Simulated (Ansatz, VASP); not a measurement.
**One calculation of MgSe, two programs**

The input INCAR:

```
  PREC = Accurate
  ENCUT = 600
  EDIFF = 1E-6
  ISMEAR = 0
  SIGMA = 0.1
  LREAL = F
  LASPH = T
  NELM = 120
  ALGO = Normal
  ISIF = 2
  LWAVE = F
  LCHARG = F
  GGA = PE
  NBANDS = 11
  GGA_COMPAT = F
```

File KPOINTS:

```
regular mesh
0
Gamma
  6 6 6
```

File POSCAR:

```
MgSe
1.0
    0.0000000000      2.7250000000      2.7250000000
    2.7250000000      0.0000000000      2.7250000000
    2.7250000000      2.7250000000      0.0000000000
Mg Se
1 1
Direct
    0.0000000000      0.0000000000      0.0000000000
    0.5000000000      0.5000000000      0.5000000000
```

Input for Ansatz:

```yaml
crystal:
  lattice:
    - [0.0, 2.725, 2.725]
    - [2.725, 0.0, 2.725]
    - [2.725, 2.725, 0.0]
  atoms:
    - { symbol: Mg, position: [0.0, 0.0, 0.0] }
    - { symbol: Se, position: [0.5, 0.5, 0.5] }
basis:
  ecutwfc: 420
kpoints:
  mp_grid: { grid: [6, 6, 6] }
hamiltonian:
  xc: pbe
  pseudopotentials: { kind: paw, azcp: { folder: soft_1 } }
scf:
  occupations: { method: gaussian, width: 0.1 }
output:
  forces: true
  stress: true
  eigenvalues: true
```

Alike in both runs: task single point; functional PBE; k mesh 6 × 6 × 6; occupations gaussian, width 0.1 eV; no spin polarisation.

```csv
,VASP,Ansatz
version,VASP 6.6.1,Ansatz 0.2.0
potentials or method,"VASP PAW PBE potentials, release 64 (Mg, Se), cutoff 600 eV","scalar-relativistic, plane waves, PAW"
valence electrons in the cell,8,26
```

```tsv
	VASP	Ansatz	Ansatz less VASP
gap on the k mesh at the Fermi level (eV)	1.80	1.82	+0.021
least direct gap on the mesh (eV)	2.60	2.61	+0.009
pressure (GPa)	2.0	2.1	+0.12
```

VASP's potentials hold 8 valence electrons a cell and Ansatz's 26, so a difference there can come from the potentials and not from the codes.
